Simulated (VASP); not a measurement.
# Ba8Zn3N6O3 (a cell with a defect) in VASP: further runs

Runs on Ba8Zn3N6O3 (a cell with a defect). Level: PBEsol. Tasks: single point.

Program: VASP 6.6.1. These are calculated values, not measurements. Logs are shortened: lines on timing, memory, paths and dates and some standing lists are left out, and cuts for length are marked.

### 1 The cell of the first run

The cell holds a defect, 20 atoms: a = 5.742 Å, b = 9.079 Å, c = 9.083 Å, α = 90.00°, β = 90.00°, γ = 108.43°.

### 2 Single point, PBEsol

Contents of INCAR:

```
SYSTEM = Ba8Zn3N6O3
ALGO = Normal
EDIFF = 1E-6
ENCUT = 520
GGA = PS
ISIF = 2
ISMEAR = 0
LASPH = .TRUE.
LCHARG = .FALSE.
LREAL = Auto
LWAVE = .FALSE.
NBANDS = 98
NELM = 100
PREC = Accurate
SIGMA = 0.05
```

Contents of KPOINTS:

```
k-points
0
G
  4 4 4
  0 0 0
```

Contents of POSCAR:

```
Ba8Zn3N6O3
1.0
    4.0603386242      4.0603386242      0.0000000000
    4.0603386242     -8.1206772484      0.0000000000
    0.0000000000      0.0000000000     -9.0833214478
Ba Zn N O
8 3 6 3
Direct
   -0.0017496078     -0.0034992155      0.7893440787
    0.3218497571      0.6436995142      0.7829489511
    0.5489814700      0.0979630938      0.5693057358
    0.0039867775      0.0079735550      0.2431590705
    0.3393937783      0.6787875565      0.2350134818
    0.6691870436      0.3383739947      0.1851265542
    0.8265520795      0.6531043127      0.5112406323
    0.1712887514      0.3425775029      0.4924459655
    0.4915091699     -0.0169817528      1.0131178394
    0.8419780507      0.6839560089      1.0046987825
    0.1606995689      0.3213988916      0.9815940184
    0.5033177909      0.0066354893      0.2104620002
    0.8423794130      0.6847587334      0.2027102102
    0.1699925541      0.3399851082      0.1792016290
    0.4739052194     -0.0521896537      0.8187302456
    0.8445073143      0.6890147823      0.8068916246
    0.1521502820      0.3043003177      0.7844794485
    0.3196635684      0.6393271367      0.5060704971
    0.6816262360      0.3632523795      0.4562410374
    0.0137811987      0.0275623974      0.5160613358
```

Potentials or basis: VASP PAW PBE potentials, release 64 (Ba_sv, Zn, N, O).

Started as:

```bash
> cat potpaw_PBE.64/Ba_sv/POTCAR potpaw_PBE.64/Zn/POTCAR potpaw_PBE.64/N/POTCAR potpaw_PBE.64/O/POTCAR > POTCAR
> mpirun -np 1 vasp_std > vasp.out
```

OUTCAR:

```text
SYSTEM = Ba8Zn3N6O3
   EDIFF = 1E-6
   ENCUT = 520
   GGA = PS
   ISIF = 2
   ISMEAR = 0
   LASPH = .TRUE.
   LREAL = Auto
   NELM = 100
   PREC = Accurate

 ion  position               nearest neighbor table
   1  0.998  0.997  0.789-  20 2.50  17 2.65  16 2.65  15 2.91  15 2.91  11 3.30  10 3.33   9 3.52
                             9 3.52   3 3.61   3 3.61   7 3.89   8 4.02   4 4.12   2 4.18   2 4.18
   2  0.322  0.644  0.783-  18 2.52  15 2.64  16 2.91  16 2.91  17 2.92  11 3.31  10 3.52  10 3.52
                             9 3.59   8 3.70   7 3.79   7 3.79   5 4.12   1 4.18   1 4.18   3 4.37
   3  0.549  0.098  0.569-  19 2.51  15 2.61  20 2.97  20 2.97   1 3.61   1 3.61   8 3.63   8 3.63
                             6 4.06   4 4.20   4 4.20   2 4.37   5 4.72
   4  0.004  0.008  0.243-  20 2.48  13 2.81  12 2.89  12 2.89  14 2.92  10 3.53   9 3.56   9 3.56
                            11 3.60   8 3.67   7 3.91   5 4.04   5 4.04   6 4.08   6 4.08   1 4.12
   5  0.339  0.679  0.235-  18 2.49  12 2.83  13 2.89  13 2.89  14 2.96   9 3.31  10 3.55  10 3.55
                             8 3.72   7 3.82   7 3.82  11 3.84   4 4.04   4 4.04   2 4.12   6 4.13
   6  0.669  0.338  0.185-  19 2.47  12 2.87  14 2.87  14 2.87  13 2.99  10 3.40  11 3.42  11 3.42
                             9 3.44   8 4.00   8 4.00   7 4.02   3 4.06   4 4.08   4 4.08   5 4.13
   7  0.827  0.653  0.511-  19 2.55  16 2.70  13 2.82  18 2.87  18 2.87  20 3.23   2 3.79   2 3.79
                             5 3.82   5 3.82   1 3.89   4 3.91   8 3.93   8 3.93   6 4.02
   8  0.171  0.343  0.492-  18 2.56  17 2.67  20 2.72  14 2.85  19 2.90  19 2.90   3 3.63   3 3.63
                             4 3.67   2 3.70   5 3.72   7 3.93   7 3.93   6 4.00   6 4.00   1 4.02
   9  0.492  0.983  0.013-  15 1.79  12 1.80   5 3.31   6 3.44   1 3.52   1 3.52   4 3.56   4 3.56
                             2 3.59
  10  0.842  0.684  0.005-  16 1.80  13 1.80   1 3.33   6 3.40   2 3.52   2 3.52   4 3.53   5 3.55
                             5 3.55
  11  0.161  0.321  0.982-  17 1.80  14 1.80   1 3.30   2 3.31   6 3.42   6 3.42   4 3.60   5 3.84

  12  0.503  0.007  0.210-   9 1.80   5 2.83   6 2.87   4 2.89   4 2.89
  13  0.842  0.685  0.203-  10 1.80   4 2.81   7 2.82   5 2.89   5 2.89   6 2.99
  14  0.170  0.340  0.179-  11 1.80   8 2.85   6 2.87   6 2.87   4 2.92   5 2.96
  15  0.474  0.948  0.819-   9 1.79   3 2.61   2 2.64   1 2.91   1 2.91
  16  0.845  0.689  0.807-  10 1.80   1 2.65   7 2.70   2 2.91   2 2.91
  17  0.152  0.304  0.784-  11 1.80   1 2.65   8 2.67   2 2.92
  18  0.320  0.639  0.506-   5 2.49   2 2.52   8 2.56   7 2.87   7 2.87
  19  0.682  0.363  0.456-   6 2.47   3 2.51   7 2.55   8 2.90   8 2.90
  20  0.014  0.028  0.516-   4 2.48   1 2.50   8 2.72   3 2.97   3 2.97   7 3.23

  LATTYP: Found a base centered orthorhombic cell.
 ALAT       =     5.7421859502
 B/A-ratio  =     3.0000000000
 C/A-ratio  =     1.5818577675

  Lattice vectors:

 A1 = (  -4.0603386242,   8.1206772484,   0.0000000000)
 A2 = (   8.1206772484,  -4.0603386242,   0.0000000000)
 A3 = (   0.0000000000,   0.0000000000,  -9.0833214478)

Analysis of symmetry for initial positions (statically):
=====================================================================
 Subroutine PRICEL returns:
 Original cell was already a primitive cell.

 Routine SETGRP: Setting up the symmetry group for a
 base centered orthorhombic supercell.

 Subroutine GETGRP returns: Found  2 space group operations
 (whereof  2 operations were pure point group operations)
 out of a pool of  8 trial point group operations.

The static configuration has the point symmetry C_1h.

Analysis of symmetry for dynamics (positions and initial velocities):
=====================================================================
 Subroutine PRICEL returns:
 Original cell was already a primitive cell.

 Routine SETGRP: Setting up the symmetry group for a
 base centered orthorhombic supercell.

 Subroutine GETGRP returns: Found  2 space group operations
 (whereof  2 operations were pure point group operations)
 out of a pool of  8 trial point group operations.

The dynamic configuration has the point symmetry C_1h.

 Subroutine INISYM returns: Found  2 space group operations
 (whereof  2 operations are pure point group operations),
 and found     1 'primitive' translations

----------------------------------------------------------------------------------------

                                     Primitive cell

  volume of cell :     449.2524

  direct lattice vectors                    reciprocal lattice vectors
[... 62 lines left out ...]
  Cartesian coordinates                     Fractional coordinates (reciprocal lattice)
     0.041047480  0.020523740  0.000000000     0.250000000  0.000000000  0.000000000
     0.020523740 -0.020523740  0.000000000     0.000000000  0.250000000  0.000000000
[... 32 lines left out ...]
 SYSTEM =  Ba8Zn3N6O3
   PREC   = accura    normal or accurate (medium, high low for compatibility)
   ISTART =      0    job   : 0-new  1-cont  2-samecut
   ICHARG =      2    charge: 1-file 2-atom 10-const
   ISPIN  =      1    spin polarized calculation?
   LNONCOLLINEAR =      F non collinear calculations
   LSORBIT =      F    spin-orbit coupling
   LASPH  =      T    aspherical Exc in radial PAW
   ENCUT  =  520.0 eV  38.22 Ry    6.18 a.u.  10.68 16.88 16.89*2*pi/ulx,y,z
   NELM   =    100;   NELMIN=  2; NELMDL= -5     # of ELM steps
   EDIFF  = 0.1E-05   stopping-criterion for ELM
   LREAL  =      T    real-space projection
   EDIFFG = 0.1E-04   stopping-criterion for IOM
   NSW    =      0    number of steps for IOM
   IBRION =     -1    ionic relax: 0-MD 1-quasi-New 2-CG
   NFREE  =      0    steps in history (QN), initial steepest desc. (CG)
   ISIF   =      2    stress and relaxation
   ISYM   =      2    0-nonsym 1-usesym 2-fastsym
   POTIM  = 0.5000    time-step for ionic-motion
   TEBEG  =    0.0;   TEEND  =   0.0 temperature during run
   PSTRESS=    0.0 pullay stress
   NELECT =     164.0000    total number of electrons
   NUPDOWN=      -1.0000    fix difference up-down
   EMIN   =  10.00;   EMAX   =-10.00  energy-range for DOS
   EFERMI =   0.00;   METHOD = LEGACY
   ISMEAR =     0;   SIGMA  =   0.05  broadening in eV -4-tet -1-fermi 0-gaus
   EFERMI_NEDOS =   21; number of points for ismear=-14 and -15
   IALGO  =     38    algorithm
   IMIX   =      4    mixing-type and parameters
     AMIX     =   0.40;   BMIX     =  1.00
     AMIX_MAG =   1.60;   BMIX_MAG =  1.00
  volume/ion in A,a.u.               =      22.46       151.59
  Fermi-wavevector in a.u.,A,eV,Ry     =   1.170018  2.211014 18.625596  1.368943
  Thomas-Fermi vector in A             =   2.306483
   LORBIT       =      0    0 simple, 1 ext, 2 COOP (PROOUT), +10 PAW based schemes
   GGA     = PS    functional components
   LHFCALC =     F    Hartree Fock is set to
   AEXX    =    0.0000 exact exchange contribution
   IVDW    =     0    specifies the selected vdW correction
   LEPSILON=     F    determine dielectric tensor
   LRPA    =     F    only Hartree local field effects (RPA)
 non-spin polarized calculation
 Gauss-broadening in eV      SIGMA  =   0.05
  energy-cutoff  :      520.00
  volume of cell :      449.25
 maximum number of plane-waves:     12196
 NGX is ok and might be reduce to    48
   NGX = 21   NGY = 33   NGZ = 33

 number of electron     164.0000011 magnetization

 Free energy of the ion-electron system (eV)
  ---------------------------------------------------
  ext. energy  EPLUGINS =         0.00000000
  ---------------------------------------------------
  free energy    TOTEN  =      -106.70250903 eV

  energy without entropy =     -106.68080736  energy(sigma->0) =     -106.69165820

 E-fermi :   1.8417     XC(G=0):  -9.4060

 val. band max:        1.8354912347   @ k =   0.5000   0.0000   0.0000
 cond. band min:       1.8446501893   @ k =   0.5000   0.2500   0.2500
 fundamental gap:      0.0091589546
 Fermi energy:         1.8417359065

 k-point     1 :       0.0000    0.0000    0.0000
  band No.  band energies     occupation
      1     -25.2824      2.00000
      2     -24.8785      2.00000
      3     -24.7038      2.00000
      4     -24.6519      2.00000
      5     -24.6069      2.00000
      6     -24.5361      2.00000
[... 2317 lines left out ...]
     93       5.3797      0.00000
     94       5.5343      0.00000
 [bands above 94 left out]

------------------------ aborting loop because EDIFF is reached ----------------------------------------

  FORCE on cell =-STRESS in cart. coord.  units (eV):
  Direction    XX          YY          ZZ          XY          YZ          ZX
  --------------------------------------------------------------------------------------
  -------------------------------------------------------------------------------------
  Total        1.0114002      1.0114002      5.1867038     -3.0785888     -1.1140903      1.1140893
  in kB        3.6069754      3.6069754     18.4974382    -10.9792283     -3.9732011      3.9731975
  external PRESSURE =       8.5704630 kB  Pullay stress =       0.0000000 kB

 VOLUME and BASIS-vectors are now :
 -----------------------------------------------------------------------------
  energy-cutoff  :      520.00
  volume of cell :      449.25
      direct lattice vectors                 reciprocal lattice vectors
     4.060338624  4.060338624  0.000000000     0.164189918  0.082094959  0.000000000
     4.060338624 -8.120677248  0.000000000     0.082094959 -0.082094959  0.000000000
     0.000000000  0.000000000 -9.083321448     0.000000000  0.000000000 -0.110091887

 POSITION                                       TOTAL-FORCE (eV/Angst)
 -----------------------------------------------------------------------------------
      8.09937     -4.03903     -7.16987         0.027807     -0.027807     -0.258417
      3.92046     -3.92046     -7.11178        -0.025240      0.025240     -0.205629
      2.62681      1.43352     -5.17119        -0.360366      0.360366      0.467253
      0.04856     -0.04856     -2.20869        -0.004637      0.004637      0.203566
      4.13416     -4.13416     -2.13470        -0.003941      0.003941      0.192986
      4.09104     -0.03070     -1.68156         0.024545     -0.024545      0.228988
[... 12 lines left out ...]
      4.24256     -0.18222     -4.14418         0.018731     -0.018731     -0.108216
      0.16787     -0.16787     -4.68755        -0.046869      0.046869      0.009537
 -----------------------------------------------------------------------------------
    total drift:                               -0.004916      0.002831      0.003123

  FREE ENERGIE OF THE ION-ELECTRON SYSTEM (eV)
  ---------------------------------------------------
  free  energy   TOTEN  =      -106.7025090292 eV

  energy  without entropy=     -106.6808073627  energy(sigma->0) =     -106.69165820
```

It took 41 min on 1 thread of Intel Xeon 6975P-C (Granite Rapids), shared host; peak memory 0.95 GiB.

What came out:

```
Free energy            : -106.7025 eV
Pressure               : 0.9 GPa
Largest force          : 0.691 eV/Å
Band gap on the k mesh : zero (band 82 reaches 1.98 eV, above the bottom of band 83 at 1.83 eV)
```

Forces in eV/Å, atoms in the order of the input:
```
Ba   0.028 -0.028 -0.258
Ba  -0.025  0.025 -0.206
Ba  -0.360  0.360  0.467
Ba  -0.005  0.005  0.204
Ba  -0.004  0.004  0.193
Ba   0.025 -0.025  0.229
Ba   0.046 -0.046 -0.027
Ba  -0.022  0.022 -0.009
Zn   0.021 -0.021 -0.003
Zn   0.015 -0.015 -0.025
Zn   0.020 -0.020 -0.049
N    0.021 -0.021 -0.177
N   -0.010  0.010 -0.054
N    0.014 -0.014 -0.089
N    0.064 -0.064 -0.035
N   -0.013  0.013  0.022
N    0.087 -0.087  0.000
O    0.128 -0.128 -0.084
O    0.019 -0.019 -0.108
O   -0.047  0.047  0.010
```

Stress tensor (GPa, compression positive):
```
 0.36 -1.10  0.40
-1.10  0.36 -0.40
 0.40 -0.40  1.85
```

Caveat: the PAW data sets were made with another functional, which shifts forces and pressure a little; spin-orbit coupling is left out, which moves the levels of the heavy elements.

### 3 Single point, PBEsol

Contents of INCAR:

```
SYSTEM = Ba8Zn3N6O3
ALGO     = Normal         ! electronic algorithm
EDIFF    = 1E-6           ! SCF threshold, eV
ENCUT    = 520            ! plane-wave cutoff, eV
GGA      = PS             ! functional
ISIF     = 2              ! what is computed and relaxed
ISMEAR   = 0              ! smearing method
LASPH    = .TRUE.         ! aspherical terms in the spheres
LCHARG   = .FALSE.        ! write CHGCAR
LREAL    = Auto         
LWAVE    = .FALSE.        ! write WAVECAR
NBANDS   = 98             ! bands
NELM     = 100            ! most SCF steps
PREC     = Accurate       ! precision mode
SIGMA    = 0.05           ! smearing width, eV
```

KPOINTS is that of step 2.

Contents of POSCAR:

```
Ba8Zn3N6O3
1.0
    4.0603386242      4.0603386242      0.0000000000
    4.0603386242     -8.1206772484      0.0000000000
    0.0000000000      0.0000000000     -9.0833214478
Ba Zn N O
8 3 6 3
Direct
   -0.0063133486     -0.0126266973      0.7861971021
    0.3204464259      0.6408928518      0.7805403608
    0.5842358367      0.1684720734      0.6410358847
    0.0056779337      0.0113558673      0.2501524374
    0.3419582606      0.6839165212      0.2362994652
    0.6686645092      0.3373291721      0.1897654960
    0.8327531222      0.6655061519      0.5092168131
    0.1716350280      0.3432700559      0.4831874579
    0.4916601425     -0.0166798075      1.0128320409
    0.8411436375      0.6822871825      1.0061725826
    0.1598258323      0.3196516646      0.9796533186
    0.5051155063      0.0102309201      0.2075651523
    0.8447254406      0.6894510349      0.2039964137
    0.1722229921      0.3444459841      0.1770618831
    0.4701478973     -0.0597040516      0.8210656248
    0.8397625540      0.6795250155      0.8082108557
    0.1490935583      0.2981868703      0.7815189676
    0.3173991431      0.6347982862      0.5053906797
    0.6891901372      0.3783801818      0.4577037182
    0.0173221185      0.0346439907      0.5216628110
```

Potentials or basis: VASP PAW PBE potentials, release 64 (Ba_sv, Zn, N, O).

Started as:

```bash
> cat potpaw_PBE.64/Ba_sv/POTCAR potpaw_PBE.64/Zn/POTCAR potpaw_PBE.64/N/POTCAR potpaw_PBE.64/O/POTCAR > POTCAR
> mpirun -np 1 vasp_std > vasp.out
```

It took 47 min on 1 thread of AMD EPYC 7R13 (Zen 3), shared host; peak memory 0.92 GiB.

Results (log left out):

```yaml
Free_energy: -106.2390 eV
Pressure: 1.4 GPa
Largest_force: 0.304 eV/Å
Band_gap_on_the_k_mesh: zero (band 82 reaches 1.96 eV, above the bottom of band 83 at 1.77 eV)
```

Forces on the atoms (eV/Å):
```
Ba  -0.053  0.053 -0.294
Ba  -0.070  0.070 -0.190
Ba  -0.036  0.036 -0.068
Ba  -0.012  0.012  0.202
Ba   0.004 -0.004  0.228
Ba   0.013 -0.013  0.232
Ba   0.083 -0.083 -0.012
Ba  -0.050  0.050  0.069
Zn   0.000  0.000  0.022
Zn  -0.008  0.008 -0.012
Zn  -0.004  0.004 -0.004
N    0.013 -0.013 -0.145
N   -0.004  0.004 -0.036
N    0.015 -0.015 -0.039
N   -0.034  0.034 -0.002
N   -0.070  0.070  0.040
N    0.051 -0.051  0.037
O    0.123 -0.123 -0.072
O    0.065 -0.065  0.028
O   -0.024  0.024  0.015
```

Stress tensor (GPa, compression positive):
```
 0.63 -1.55  0.73
-1.55  0.63 -0.73
 0.73 -0.73  2.83
```

Levels at points of the mesh, in eV from the Fermi level:
```tsv
k point	band 80	band 81	band 82	band 83	band 84	band 85
(0.00, 0.00, 0.00)	-0.21	-0.11	0.09	0.10	1.58	1.81
(0.50, 0.00, 0.00)	-0.91	-0.76	-0.35	-0.03	1.92	2.13
(0.00, 0.50, 0.00)	-0.23	-0.09	0.04	0.04	1.90	2.13
(0.00, 0.00, 0.50)	-0.16	-0.02	0.15	0.16	1.54	1.90
(0.50, 0.00, 0.50)	-0.83	-0.73	-0.27	0.00	2.05	2.12
(0.00, 0.50, 0.50)	-0.17	0.02	0.09	0.11	1.52	1.71
```

Caveat: the PAW data sets were made with another functional, which shifts forces and pressure a little; spin-orbit coupling is left out, which moves the levels of the heavy elements.

### 4 Single point, PBEsol

Contents of INCAR:

```
PREC = Accurate ; ENCUT = 520
EDIFF = 1E-6 ; ISMEAR = 0
SIGMA = 0.05 ; LREAL = Auto
LASPH = True ; NELM = 100
ALGO = Normal ; ISIF = 2
LWAVE = False ; LCHARG = True
GGA = PS ; LELF = True
LVHAR = True ; NBANDS = 98
```

Contents of KPOINTS:

```
Automatic mesh
0
Gamma
  4 4 4
```

Contents of POSCAR:

```
Ba8Zn3N6O3
1.0
    4.0603386242      4.0603386242      0.0000000000
    4.0603386242     -8.1206772484      0.0000000000
    0.0000000000      0.0000000000     -9.0833214478
Ba Zn N O
8 3 6 3
Direct
   -0.0062347838     -0.0124695675      0.7732468834
    0.3262919974      0.6525839949      0.7763096397
    0.6266514287      0.2533030112      0.7164459650
    0.0043250908      0.0086501817      0.2467738275
    0.3422920587      0.6845841174      0.2379944399
    0.6665839767      0.3331681070      0.2061435358
    0.8350894627      0.6701788328      0.5067614337
    0.1664437532      0.3328875065      0.4850535154
    0.4940720924     -0.0118556614      1.0077297223
    0.8366358854      0.6732716783      1.0042094241
    0.1634080458      0.3268160917      0.9851109037
    0.5042746898      0.0085492869      0.2025019163
    0.8420572723      0.6841144521      0.2025555311
    0.1746740192      0.3493480383      0.1826633583
    0.4816909412     -0.0366182102      0.8133419083
    0.8312299324      0.6624597722      0.8062730183
    0.1539189358      0.3078378716      0.7869888830
    0.3146857405      0.6293714810      0.5051168811
    0.6886723643      0.3773446360      0.4716676630
    0.0115703814      0.0231407629      0.5127259920
```

Started as:

```bash
> cat potpaw_PBE.64/Ba_sv/POTCAR potpaw_PBE.64/Zn/POTCAR potpaw_PBE.64/N/POTCAR potpaw_PBE.64/O/POTCAR > POTCAR
> mpirun -np 1 vasp_std > vasp.out
```

Run time: 1.6 h. Hardware: 1 thread of Intel Xeon Platinum 8488C (Sapphire Rapids), shared host; peak memory 0.95 GiB.

Results (log left out):

| Property | Result |
| --- | --- |
| Free energy | -106.7100 eV |
| Pressure | 1.0 GPa |
| Largest force | 0.685 eV/Å |
| Band gap on the k mesh | zero (band 82 reaches 1.85 eV, above the bottom of band 83 at 1.50 eV) |

Forces in eV/Å, atoms in the order of the input:
```
Ba  -0.068  0.068 -0.248
Ba  -0.019  0.019 -0.176
Ba   0.290 -0.290 -0.549
Ba  -0.036  0.036  0.331
Ba  -0.005  0.005  0.238
Ba  -0.022  0.022  0.206
Ba   0.063 -0.063  0.028
Ba  -0.087  0.087  0.031
Zn  -0.004  0.004  0.052
Zn  -0.049  0.049  0.017
Zn   0.010 -0.010  0.001
N   -0.012  0.012 -0.110
N   -0.038  0.038 -0.016
N    0.004 -0.004 -0.049
N    0.030 -0.030  0.162
N   -0.099  0.099  0.073
N    0.064 -0.064 -0.002
O    0.064 -0.064 -0.017
O   -0.037  0.037 -0.059
O   -0.047  0.047  0.086
```

Stress tensor (GPa, compression positive):
```
-0.14 -1.04  0.25
-1.04 -0.14 -0.25
 0.25 -0.25  3.38
```

Levels at points of the mesh, in eV from the Fermi level:
```csv
k point,band 80,band 81,band 82,band 83,band 84,band 85
"(0.00, 0.00, 0.00)",-0.12,0.00,0.10,0.11,1.74,1.91
"(0.50, 0.00, 0.00)",-0.87,-0.78,-0.33,-0.18,1.92,2.07
"(0.00, 0.50, 0.00)",-0.16,-0.03,0.10,0.10,2.09,2.16
"(0.00, 0.00, 0.50)",-0.05,0.06,0.16,0.17,1.59,2.06
"(0.50, 0.00, 0.50)",-0.90,-0.79,-0.25,-0.12,1.89,2.02
"(0.00, 0.50, 0.50)",-0.10,0.08,0.14,0.15,1.56,1.88
```

Caveat: the PAW data sets were made with another functional, which shifts forces and pressure a little; spin-orbit coupling is left out, which moves the levels of the heavy elements.
